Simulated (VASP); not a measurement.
# ScAl (Cmcm) in VASP: single point with LDA

Aim: the single point of ScAl with LDA.

Program: VASP 6.6.1. These are calculated values, not measurements. Logs are shortened: lines on timing, memory, paths and dates and some standing lists are left out, and cuts for length are marked.

## 1. The cell of the first run

It takes space group Cmcm (No. 63, orthorhombic). Conventional cell: a = 4.327 Å, b = 10.500 Å, c = 3.771 Å, α = 90.00°, β = 90.00°, γ = 90.00°. Within 3.8 Å of Sc (site symmetry m2m) lie 7 Al at 2.92 to 3.16 Å and 8 Sc at 3.41 to 3.77 Å. Within 3.4 Å of Al (site symmetry m2m) lie 2 Al at 2.59 Å and 7 Sc at 2.92 to 3.16 Å.

## 2. Single point, LDA

INCAR reads:

```
PREC = Accurate
ENCUT = 520
EDIFF = 1E-6
ISMEAR = -1
SIGMA = 0.05
LREAL = F
LASPH = T
NELM = 100
ALGO = Normal
ISIF = 2
LWAVE = F
LCHARG = F
NBANDS = 22
```

KPOINTS reads:

```
Automatic mesh
0
Gamma
  10 10 11
```

POSCAR reads:

```
ScAl
1.0
    2.1633990000     -5.2502190000      0.0000000000
    2.1633990000      5.2502190000      0.0000000000
    0.0000000000      0.0000000000      3.7712920000
Sc Al
2 2
Direct
    0.8646810000      0.1353190000      0.7500000000
    0.1353190000      0.8646810000      0.2500000000
    0.5845050000      0.4154950000      0.7500000000
    0.4154950000      0.5845050000      0.2500000000
```

Potentials or basis: VASP PAW LDA potentials, release 64 (Sc_sv, Al).

Started as:

```bash
> cat potpaw_LDA.64/Sc_sv/POTCAR potpaw_LDA.64/Al/POTCAR > POTCAR
> mpirun -np 1 vasp_std > vasp.out
```

OUTCAR:

```text
PREC = Accurate
   ENCUT = 520
   EDIFF = 1E-6
   ISMEAR = -1
   LREAL = F
   LASPH = T
   NELM = 100
   ISIF = 2

 ion  position               nearest neighbor table
   1  0.865  0.135  0.750-   4 2.92   4 2.92   4 2.92   4 2.92   3 2.94   3 3.16   3 3.16   2 3.41
                             2 3.41
   2  0.135  0.865  0.250-   3 2.92   3 2.92   3 2.92   3 2.92   4 2.94   4 3.16   4 3.16   1 3.41
                             1 3.41
   3  0.585  0.415  0.750-   4 2.59   4 2.59   2 2.92   2 2.92   2 2.92   2 2.92   1 2.94   1 3.16
                             1 3.16
   4  0.415  0.585  0.250-   3 2.59   3 2.59   1 2.92   1 2.92   1 2.92   1 2.92   2 2.94   2 3.16
                             2 3.16

  LATTYP: Found a base centered orthorhombic cell.
 ALAT       =     4.3267980000
 B/A-ratio  =     2.4268380451
 C/A-ratio  =     0.8716126799

  Lattice vectors:

 A1 = (   2.1633990000,  -5.2502190000,   0.0000000000)
 A2 = (   2.1633990000,   5.2502190000,   0.0000000000)
 A3 = (   0.0000000000,   0.0000000000,   3.7712920000)

Analysis of symmetry for initial positions (statically):
=====================================================================
 Subroutine PRICEL returns:
 Original cell was already a primitive cell.

 Routine SETGRP: Setting up the symmetry group for a
 base centered orthorhombic supercell.

 Subroutine GETGRP returns: Found  8 space group operations
 (whereof  4 operations were pure point group operations)
 out of a pool of  8 trial point group operations.

The static configuration has the point symmetry C_2h.
 The point group associated with its full space group is D_2h.

Analysis of symmetry for dynamics (positions and initial velocities):
=====================================================================
 Subroutine PRICEL returns:
 Original cell was already a primitive cell.

 Routine SETGRP: Setting up the symmetry group for a
 base centered orthorhombic supercell.

 Subroutine GETGRP returns: Found  8 space group operations
 (whereof  4 operations were pure point group operations)
 out of a pool of  8 trial point group operations.

The dynamic configuration has the point symmetry C_2h.
 The point group associated with its full space group is D_2h.

 Subroutine INISYM returns: Found  8 space group operations
 (whereof  4 operations are pure point group operations),
 and found     1 'primitive' translations

----------------------------------------------------------------------------------------

                                     Primitive cell

  volume of cell :      85.6711

  direct lattice vectors                    reciprocal lattice vectors
     2.163399000 -5.250219000  0.000000000     0.231117792 -0.095234123  0.000000000
     2.163399000  5.250219000  0.000000000     0.231117792  0.095234123  0.000000000
     0.000000000  0.000000000  3.771292000     0.000000000  0.000000000  0.265161117

  length of vectors
     5.678476449  5.678476449  3.771292000     0.249969942  0.249969942  0.265161117

  position of ions in fractional coordinates (direct lattice)
     0.864681000  0.135319000  0.750000000
     0.135319000  0.864681000  0.250000000
     0.584505000  0.415495000  0.750000000
     0.415495000  0.584505000  0.250000000

  ion indices of the primitive-cell ions
   primitive index   ion index
                 1           1
                 2           2
                 3           3
                 4           4

----------------------------------------------------------------------------------------

 KPOINTS: Automatic mesh

Automatic generation of k-mesh.
 Grid dimensions read from file:
 generate k-points for:   10   10   11

 Generating k-lattice:

  Cartesian coordinates                     Fractional coordinates (reciprocal lattice)
     0.023111779 -0.009523412  0.000000000     0.100000000  0.000000000  0.000000000
     0.023111779  0.009523412  0.000000000     0.000000000  0.100000000  0.000000000
     0.000000000  0.000000000  0.024105556     0.000000000  0.000000000  0.090909091

  Length of vectors
     0.024996994  0.024996994  0.024105556

  Shift w.r.t. Gamma in fractional coordinates (k-lattice)
     0.000000000  0.000000000  0.000000000

 Subroutine IBZKPT returns following result:
 ===========================================

 Found    186 irreducible k-points:

 Following reciprocal coordinates:
            Coordinates               Weight
  0.000000  0.000000  0.000000      1.000000
  0.100000  0.000000  0.000000      4.000000
  0.200000  0.000000  0.000000      4.000000
  0.300000  0.000000  0.000000      4.000000
  0.400000  0.000000  0.000000      4.000000
  0.500000 -0.000000  0.000000      2.000000
[... 16 lines left out ...]
  0.300000  0.300000  0.000000      2.000000
  0.400000  0.300000  0.000000      4.000000
 [... further k-points ...]
   k-points           NKPTS =    186   k-points in BZ     NKDIM =    186   number of bands    NBANDS=     22
   number of dos      NEDOS =    301   number of ions     NIONS =      4
   total plane-waves  NPLWV =  49392
   dimension x,y,z NGX =    42 NGY =   42 NGZ =   28
   dimension x,y,z NGXF=    84 NGYF=   84 NGZF=   56
   ions per type =               2   2
   NGX,Y,Z   is equivalent  to a cutoff of  12.30, 12.30, 12.34 a.u.
   NGXF,Y,Z  is equivalent  to a cutoff of  24.59, 24.59, 24.69 a.u.
 SYSTEM =  unknown system
   PREC   = accura    normal or accurate (medium, high low for compatibility)
   ISTART =      0    job   : 0-new  1-cont  2-samecut
   ICHARG =      2    charge: 1-file 2-atom 10-const
   ISPIN  =      1    spin polarized calculation?
   LNONCOLLINEAR =      F non collinear calculations
   LSORBIT =      F    spin-orbit coupling
   LASPH  =      T    aspherical Exc in radial PAW
   ENCUT  =  520.0 eV  38.22 Ry    6.18 a.u.  10.56 10.56  7.01*2*pi/ulx,y,z
   NELM   =    100;   NELMIN=  2; NELMDL= -5     # of ELM steps
   EDIFF  = 0.1E-05   stopping-criterion for ELM
   LREAL  =      F    real-space projection
[... 7 lines left out ...]
   TEBEG  =    0.0;   TEEND  =   0.0 temperature during run
   PSTRESS=    0.0 pullay stress
   NELECT =      28.0000    total number of electrons
   NUPDOWN=      -1.0000    fix difference up-down
   EMIN   =  10.00;   EMAX   =-10.00  energy-range for DOS
   EFERMI =   0.00;   METHOD = LEGACY
   ISMEAR =    -1;   SIGMA  =   0.05  broadening in eV -4-tet -1-fermi 0-gaus
   EFERMI_NEDOS =   21; number of points for ismear=-14 and -15
   IALGO  =     38    algorithm
   IMIX   =      4    mixing-type and parameters
     AMIX     =   0.40;   BMIX     =  1.00
     AMIX_MAG =   1.60;   BMIX_MAG =  1.00
  volume/ion in A,a.u.               =      21.42       144.53
  Fermi-wavevector in a.u.,A,eV,Ry     =   1.127672  2.130991 17.301767  1.271644
  Thomas-Fermi vector in A             =   2.264359
   LORBIT       =      0    0 simple, 1 ext, 2 COOP (PROOUT), +10 PAW based schemes
   GGA     = CA    functional components
   LHFCALC =     F    Hartree Fock is set to
   AEXX    =    0.0000 exact exchange contribution
   IVDW    =     0    specifies the selected vdW correction
   LEPSILON=     F    determine dielectric tensor
   LRPA    =     F    only Hartree local field effects (RPA)
 non-spin polarized calculation
  energy-cutoff  :      520.00
  volume of cell :       85.67
 maximum number of plane-waves:      2326
   NGX = 21   NGY = 21   NGZ = 15

 number of electron      28.0000005 magnetization

 Free energy of the ion-electron system (eV)
  ---------------------------------------------------
  ext. energy  EPLUGINS =         0.00000000
  ---------------------------------------------------
  free energy    TOTEN  =       -23.07331143 eV

  energy without entropy =      -23.04421980  energy(sigma->0) =      -23.05876562

 E-fermi :   4.3749     XC(G=0): -10.0299

 val. band max:        4.3710409905   @ k =   0.5000   0.5000   0.0909
 cond. band min:       4.3782470489   @ k =   0.2000   0.0000   0.4545
 fundamental gap:      0.0072060584
 Fermi energy:         4.3749103345

 k-point     1 :       0.0000    0.0000    0.0000
  band No.  band energies     occupation
      1     -44.4670      2.00000
      2     -44.4478      2.00000
      3     -23.4990      2.00000
      4     -23.4471      2.00000
      5     -23.4341      2.00000
      6     -23.4073      2.00000
[... 14 lines left out ...]
     21       7.5031      0.00000
     22       8.2503      0.00000

 k-point     2 :       0.1000    0.0000    0.0000
  band No.  band energies     occupation
      1     -44.4667      2.00000
      2     -44.4481      2.00000
      3     -23.4980      2.00000
      4     -23.4492      2.00000
      5     -23.4346      2.00000
      6     -23.4064      2.00000
[... 14 lines left out ...]
     21       7.5593      0.00000
     22       7.9161      0.00000

 k-point     3 :       0.2000    0.0000    0.0000
  band No.  band energies     occupation
      1     -44.4658      2.00000
      2     -44.4487      2.00000
      3     -23.4956      2.00000
      4     -23.4547      2.00000
      5     -23.4355      2.00000
      6     -23.4040      2.00000
[... 14 lines left out ...]
     21       7.4528      0.00000
     22       7.9434      0.00000

 k-point     4 :       0.3000    0.0000    0.0000
  band No.  band energies     occupation
      1     -44.4646      2.00000
      2     -44.4496      2.00000
      3     -23.4929      2.00000
      4     -23.4618      2.00000
      5     -23.4355      2.00000
      6     -23.4007      2.00000
[... 14 lines left out ...]
     21       7.4609      0.00000
     22       8.0283      0.00000

 k-point     5 :       0.4000    0.0000    0.0000
  band No.  band energies     occupation
      1     -44.4635      2.00000
      2     -44.4505      2.00000
      3     -23.4910      2.00000
      4     -23.4679      2.00000
      5     -23.4344      2.00000
      6     -23.3976      2.00000
[... 14 lines left out ...]
     21       7.3782      0.00000
     22       8.0054      0.00000

 k-point     6 :       0.5000   -0.0000    0.0000
  band No.  band energies     occupation
      1     -44.4630      2.00000
      2     -44.4509      2.00000
      3     -23.4903      2.00000
      4     -23.4703      2.00000
      5     -23.4336      2.00000
      6     -23.3963      2.00000
[... 14 lines left out ...]
     21       7.3225      0.00000
     22       8.0121      0.00000

 k-point     7 :       0.1000    0.1000    0.0000
  band No.  band energies     occupation
      1     -44.4662      2.00000
      2     -44.4484      2.00000
      3     -23.4978      2.00000
      4     -23.4510      2.00000
      5     -23.4392      2.00000
      6     -23.4050      2.00000
[... 324 lines left out ...]
      6     -23.3964      2.00000
[... 14 lines left out ...]
     21       7.1604      0.00000
     22       8.2500      0.00000

 k-point    21 :      -0.3000    0.2000    0.0000
  band No.  band energies     occupation
      1     -44.4643      2.00000
      2     -44.4505      2.00000
      3     -23.4847      2.00000
      4     -23.4586      2.00000
      5     -23.4250      2.00000
      6     -23.3997      2.00000
[... 14 lines left out ...]
     21       7.4441      0.00000
     22       7.9375      0.00000

 k-point    22 :      -0.2000    0.2000    0.0000
  band No.  band energies     occupation
      1     -44.4654      2.00000
      2     -44.4495      2.00000
      3     -23.4892      2.00000
      4     -23.4551      2.00000
      5     -23.4261      2.00000
      6     -23.4025      2.00000
[... 14 lines left out ...]
     21       7.7255      0.00000
     22       7.7578      0.00000

 k-point    23 :       0.3000    0.3000    0.0000
  band No.  band energies     occupation
      1     -44.4620      2.00000
      2     -44.4520      2.00000
      3     -23.4928      2.00000
      4     -23.4478      2.00000
      5     -23.4476      2.00000
      6     -23.3933      2.00000
[... 14 lines left out ...]
     21       7.3546      0.00000
     22       8.3582      0.00000

 k-point    24 :       0.4000    0.3000    0.0000
  band No.  band energies     occupation
      1     -44.4613      2.00000
      2     -44.4530      2.00000
      3     -23.4872      2.00000
      4     -23.4515      2.00000
      5     -23.4376      2.00000
      6     -23.3912      2.00000
[... 14 lines left out ...]
     21       7.2348      0.00000
     22       8.2782      0.00000

 [... further k-points ...]

------------------------ aborting loop because EDIFF is reached ----------------------------------------

  FORCE on cell =-STRESS in cart. coord.  units (eV):
  Direction    XX          YY          ZZ          XY          YZ          ZX
  --------------------------------------------------------------------------------------
  -------------------------------------------------------------------------------------
  Total       -2.6663364     -2.0890151     -1.9115798      0.0000000      0.0000000      0.0000000
  in kB      -49.8644826    -39.0677106    -35.7494050      0.0000000      0.0000000      0.0000000
  external PRESSURE =     -41.5605327 kB  Pullay stress =       0.0000000 kB

 VOLUME and BASIS-vectors are now :
 -----------------------------------------------------------------------------
  energy-cutoff  :      520.00
  volume of cell :       85.67
      direct lattice vectors                 reciprocal lattice vectors
     2.163399000 -5.250219000  0.000000000     0.231117792 -0.095234123  0.000000000
     2.163399000  5.250219000  0.000000000     0.231117792  0.095234123  0.000000000
     0.000000000  0.000000000  3.771292000     0.000000000  0.000000000  0.265161117

 POSITION                                       TOTAL-FORCE (eV/Angst)
 -----------------------------------------------------------------------------------
      2.16340     -3.82931      2.82847         0.000000     -0.047350      0.000000
      2.16340      3.82931      0.94282         0.000000      0.047350     -0.000000
      2.16340     -0.88734      2.82847         0.000000     -0.044674     -0.000000
      2.16340      0.88734      0.94282         0.000000      0.044674     -0.000000
 -----------------------------------------------------------------------------------
    total drift:                                0.000000     -0.000000     -0.000000

  FREE ENERGIE OF THE ION-ELECTRON SYSTEM (eV)
  ---------------------------------------------------
  free  energy   TOTEN  =       -23.0733114305 eV

  energy  without entropy=      -23.0442198030  energy(sigma->0) =      -23.05876562
```

Wall time 2.5 min (1 thread of Intel Xeon 6975P-C (Granite Rapids), shared host); peak memory 0.4 GiB.

Results:

* Free energy: -23.0733 eV
* Pressure: -4.2 GPa
* Largest force: 0.047 eV/Å
* Band gap on the k mesh: zero (band 14 reaches 5.07 eV, above the bottom of band 15 at 3.89 eV)

Forces in eV/Å, atoms in the order of the input:
```
Sc   0.000 -0.047  0.000
Sc   0.000  0.047  0.000
Al   0.000 -0.045  0.000
Al   0.000  0.045  0.000
```
